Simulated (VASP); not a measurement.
# HfTi4Si (P4/mmm) in VASP: notebook, part 2 of 2

VASP 6.6.1. Earlier steps stand in the parts before.

### 4 Relaxation of cell and atoms, PBE

This run uses another cell than the first one, of 19.39 Å³/atom.

Input file INCAR:

```
PREC     = Accurate       # precision mode
ENCUT    = 600            # plane-wave cutoff, eV
EDIFF    = 1E-6           # SCF threshold, eV
ISMEAR   = 0              # smearing method
SIGMA    = 0.1            # smearing width, eV
LREAL    = False          # projectors in reciprocal space
LASPH    = True           # aspherical terms in the spheres
NELM     = 100            # most SCF steps
ALGO     = Fast           # electronic algorithm
ISIF     = 3              # what is computed and relaxed
LWAVE    = False          # write WAVECAR
LCHARG   = False          # write CHGCAR
GGA      = PE             # functional
IBRION   = 2              # ionic algorithm
NSW      = 90             # ionic steps
EDIFFG   = -0.04          # ionic threshold
```

Input file KPOINTS:

```
regular mesh
0
Gamma
  4 4 6
```

Input file POSCAR:

```
HfTi4Si
1.0
    6.2051882415      0.0000000000      0.0000000000
    0.0000000000      6.2051882415      0.0000000000
    0.0000000000      0.0000000000      3.0212440409
Hf Ti Si
1 4 1
Direct
    0.0000000000      0.0000000000      0.5000000000
    0.1769807128      0.5000000000      0.5000000000
    0.8230192872      0.5000000000      0.5000000000
    0.5000000000      0.1769807128      0.5000000000
    0.5000000000      0.8230192872      0.5000000000
    0.5000000000      0.5000000000      0.0000000000
```

Potentials or basis: VASP PAW PBE potentials, release 64 (Hf_pv, Ti_sv, Si).

On the command line:

```
> cat potpaw_PBE.64/Hf_pv/POTCAR potpaw_PBE.64/Ti_sv/POTCAR potpaw_PBE.64/Si/POTCAR > POTCAR
> mpirun -np 1 vasp_std > vasp.out
```

OUTCAR:

```text
PREC = Accurate
   ENCUT = 600
   EDIFF = 1E-6
   ISMEAR = 0
   LREAL = False
   LASPH = True
   NELM = 100
   ISIF = 3
   GGA = PE
   IBRION = 2
   NSW = 90
   EDIFFG = -0.04

 ion  position               nearest neighbor table
   1  0.000  0.000  0.500-   2 3.29   3 3.29   4 3.29   5 3.29   2 3.29   3 3.29   4 3.29   5 3.29

   2  0.177  0.500  0.500-   3 2.20   6 2.51   6 2.51   4 2.83   5 2.83   1 3.29   1 3.29
   3  0.823  0.500  0.500-   2 2.20   6 2.51   6 2.51   4 2.83   5 2.83   1 3.29   1 3.29
   4  0.500  0.177  0.500-   5 2.20   6 2.51   6 2.51   3 2.83   2 2.83   1 3.29   1 3.29
   5  0.500  0.823  0.500-   4 2.20   6 2.51   6 2.51   3 2.83   2 2.83   1 3.29   1 3.29
   6  0.500  0.500  0.000-   2 2.51   3 2.51   4 2.51   5 2.51   2 2.51   3 2.51   4 2.51   5 2.51

[... 201 lines left out ...]
  -------------------------------------------------------------------------------------
  Total        0.3886414      0.3886414     -0.6490639      0.0000000     -0.0000000      0.0000000
  in kB        5.3525892      5.3525892     -8.9392748      0.0000000     -0.0000000      0.0000000
  external PRESSURE =       0.5886345 kB  Pullay stress =       0.0000000 kB
[... 187 lines left out ...]
--------------------------------------- Ionic step        6  -------------------------------------------

 number of electron      61.9999981 magnetization

 Free energy of the ion-electron system (eV)
  ---------------------------------------------------
  ext. energy  EPLUGINS =         0.00000000
  ---------------------------------------------------
  free energy    TOTEN  =       -43.70511767 eV

  energy without entropy =      -43.66110537  energy(sigma->0) =      -43.68311152

 E-fermi :   6.5788     XC(G=0): -10.8069

 val. band max:        6.5734574206   @ k =   0.2500   0.0000   0.0000
 cond. band min:       6.5873575864   @ k =   0.2500   0.2500   0.1667
 fundamental gap:      0.0139001658
 Fermi energy:         6.5788409654

 k-point     1 :       0.0000    0.0000    0.0000
  band No.  band energies     occupation
      1     -50.1060      2.00000
      2     -50.0553      2.00000
      3     -49.7530      2.00000
      4     -49.7530      2.00000
      5     -27.2248      2.00000
      6     -26.9668      2.00000
[... 982 lines left out ...]
  FREE ENERGIE OF THE ION-ELECTRON SYSTEM (eV)
  ---------------------------------------------------
  free  energy   TOTEN  =       -43.7051176672 eV

  energy  without entropy=      -43.6611053747  energy(sigma->0) =      -43.68311152

 reached required accuracy - stopping structural energy minimisation
```

OSZICAR:

```text
N       E                     dE             d eps       ncg     rms          rms(c)
DAV:   1     0.822140222433E+03    0.82214E+03   -0.34255E+04  1776   0.210E+03
DAV:   2     0.539668837136E+02   -0.76817E+03   -0.75646E+03  1776   0.625E+02
DAV:   3    -0.358261436444E+02   -0.89793E+02   -0.87262E+02  2852   0.179E+02
[... 164 lines left out ...]
RMM:   7    -0.437051077899E+02   -0.52926E-05   -0.52977E-05  2501   0.331E-02    0.195E-02
RMM:   8    -0.437051114173E+02   -0.36274E-05   -0.34904E-05  2165   0.232E-02    0.335E-02
RMM:   9    -0.437051155530E+02   -0.41357E-05   -0.22236E-05  2215   0.277E-02    0.883E-03
RMM:  10    -0.437051169209E+02   -0.13679E-05   -0.15051E-05  1969   0.166E-02    0.827E-03
RMM:  11    -0.437051176672E+02   -0.74628E-06   -0.82123E-06  1706   0.120E-02
   6 F= -.43705118E+02 E0= -.43683112E+02  d E =-.993404E-03
```

Run time: 15 min. Hardware: 1 thread of AMD EPYC 9R45 (Zen 5), shared host; peak memory 0.29 GiB.

What came out:

```yaml
Free_energy: -43.7051 eV
Relaxed_volume: 19.50 Å³/atom
Relaxed_cell: a = 6.260 Å, b = 6.260 Å, c = 2.985 Å, α = 90.00°, β = 90.00°, γ = 90.00°
Space_group_after_relaxing_to_0.1_Å: P4/mmm (No. 123)
Energy_gained_by_relaxing: 1.3 meV/atom
Ionic_steps: 6
Pressure_after_relaxing: -0.2 GPa
Largest_force_after_relaxing: 0.031 eV/Å
Band_gap_on_the_k_mesh: zero (bands 31 and 32 overlap by 0.79 eV)
```

Forces in eV/Å, atoms in the order of the input:
```
Hf   0.000  0.000  0.000
Ti  -0.031  0.000  0.000
Ti   0.031  0.000  0.000
Ti   0.000 -0.031  0.000
Ti   0.000  0.031  0.000
Si   0.000  0.000  0.000
```

Stress tensor (GPa, compression positive):
```
-0.14  0.00  0.00
 0.00 -0.14  0.00
 0.00  0.00 -0.27
```

Step by step:
```tsv
step	energy change (eV)	largest force (eV/Å)	pressure (GPa)	volume (Å³)
1	0.0000	0.0722	0.06	116.33
2	-0.0050	0.0039	0.17	116.45
3	-0.0068	0.0720	0.20	116.55
4	-0.0068	0.0845	0.20	116.57
5	-0.0077	0.0120	-0.32	117.11
6	-0.0078	0.0309	-0.18	116.98
```

Final structure:
```xyz
6
Lattice="6.2603 0.0000 0.0000 0.0000 6.2603 0.0000 0.0000 0.0000 2.9850" Properties=species:S:1:pos:R:3 pbc="T T T"
Hf    0.0000    0.0000    1.4925
Ti    1.1123    3.1301    1.4925
Ti    5.1480    3.1301    1.4925
Ti    3.1301    1.1123    1.4925
Ti    3.1301    5.1480    1.4925
Si    3.1301    3.1301    0.0000
```

Caveat: spin-orbit coupling is left out, which moves the levels of the heavy elements.

### 5 Single point, PBE

This run uses another cell than the first one, of 19.41 Å³/atom.

Input file INCAR:

```
  PREC = Accurate
  ENCUT = 520
  EDIFF = 1E-6
  ISMEAR = 0
  SIGMA = 0.1
  LREAL = F
  LASPH = T
  NELM = 80
  ALGO = Fast
  ISIF = 2
  LWAVE = F
  LCHARG = F
  GGA = PE
  NBANDS = 40
```

Input file KPOINTS:

```
regular mesh
0
Gamma
  6 6 12
```

Input file POSCAR:

```
HfTi4Si
1.0
    6.3143857311      0.0000000000      0.0000000000
    0.0000000000      6.3143857311      0.0000000000
    0.0000000000      0.0000000000      2.9202029796
Hf Ti Si
1 4 1
Direct
    0.0000000000      0.0000000000      0.5000000000
    0.1763591365      0.5000000000      0.5000000000
    0.8236408635      0.5000000000      0.5000000000
    0.5000000000      0.1763591365      0.5000000000
    0.5000000000      0.8236408635      0.5000000000
    0.5000000000      0.5000000000      0.0000000000
```

On the command line:

```
> cat potpaw_PBE.64/Hf_pv/POTCAR potpaw_PBE.64/Ti_sv/POTCAR potpaw_PBE.64/Si/POTCAR > POTCAR
> mpirun -np 1 vasp_std > vasp.out
```

It took 12 min on 1 thread of AMD EPYC 9R45 (Zen 5), shared host; peak memory 0.39 GiB.

The run converged. Its results:

```
Free energy            : -43.7338 eV
Pressure               : 0.0 GPa
Largest force          : 0.089 eV/Å
Band gap on the k mesh : zero (bands 31 and 32 overlap by 0.82 eV)
```

Forces in eV/Å, atoms in the order of the input:
```
Hf   0.000  0.000  0.000
Ti   0.089  0.000  0.000
Ti  -0.089  0.000  0.000
Ti   0.000  0.089  0.000
Ti   0.000 -0.089  0.000
Si   0.000  0.000  0.000
```

Stress tensor (GPa, compression positive):
```
 0.09  0.00  0.00
 0.00  0.09  0.00
 0.00  0.00 -0.20
```

Levels at points of the mesh, in eV from the Fermi level:
| k point | band 27 | band 28 | band 29 | band 30 | band 31 | band 32 | band 33 | band 34 | band 35 | band 36 |
| --- | --- | --- | --- | --- | --- | --- | --- | --- | --- | --- |
| (0.00, 0.00, 0.00) | -1.20 | -1.20 | -0.88 | -0.27 | -0.21 | 0.18 | 0.18 | 0.48 | 0.56 | 1.28 |
| (0.50, 0.00, 0.00) | -0.94 | -0.87 | -0.72 | -0.65 | -0.64 | -0.34 | 0.16 | 0.48 | 0.64 | 0.70 |
| (0.50, 0.50, 0.00) | -0.96 | -0.96 | -0.69 | -0.62 | -0.62 | -0.35 | -0.10 | 0.76 | 0.76 | 0.87 |
| (0.00, 0.00, 0.50) | -0.69 | -0.69 | -0.55 | -0.55 | -0.47 | 0.44 | 0.94 | 1.01 | 1.55 | 1.55 |
| (0.50, 0.00, 0.50) | -1.38 | -1.01 | -0.35 | -0.02 | 0.15 | 0.26 | 0.36 | 0.96 | 1.11 | 1.38 |
| (0.50, 0.50, 0.50) | -1.19 | -0.89 | -0.89 | -0.11 | -0.06 | 0.41 | 0.41 | 0.63 | 0.66 | 1.17 |

Caveat: spin-orbit coupling is left out, which moves the levels of the heavy elements.

### 6 The runs side by side

```csv
task,cell,k mesh,cutoff (eV),gap on the mesh (eV),pressure (GPa),largest force (eV/Å)
single point,"a = 4.566, b = 4.566, c = 4.672 Å, 6 atoms, atomic positions A",4 × 4 × 4,520,none,69.5,4.90
single point,"a = 6.205, b = 6.205, c = 3.021 Å, 6 atoms, atomic positions B",4 × 4 × 4,520,none,-0.1,0.13
relaxation of cell and atoms,"relaxed from a = 6.205, b = 6.205, c = 3.021 Å, 6 atoms, atomic positions B",4 × 4 × 6,600,none,-0.2,0.03
single point,"a = 6.314, b = 6.314, c = 2.920 Å, 6 atoms, atomic positions B",6 × 6 × 12,520,none,0.0,0.09
```

Alike in all rows: level PBE; potentials or basis VASP PAW PBE potentials, release 64 (Hf_pv, Ti_sv, Si); no spin polarisation; smearing gaussian 0.1 eV.

Caveats: some runs use coarse meshes; spin-orbit coupling is left out, which moves the levels of the heavy elements; atoms lie so close that the PAW spheres overlap strongly, which falsifies energies and pressures (at least some runs); the cell stands under pressure (at least some runs); forces of over 1 eV/Å act on the atoms, so gaps and moduli don't describe the material at rest (at least some runs).

Absolute energies hang on the potentials; compare differences alone.
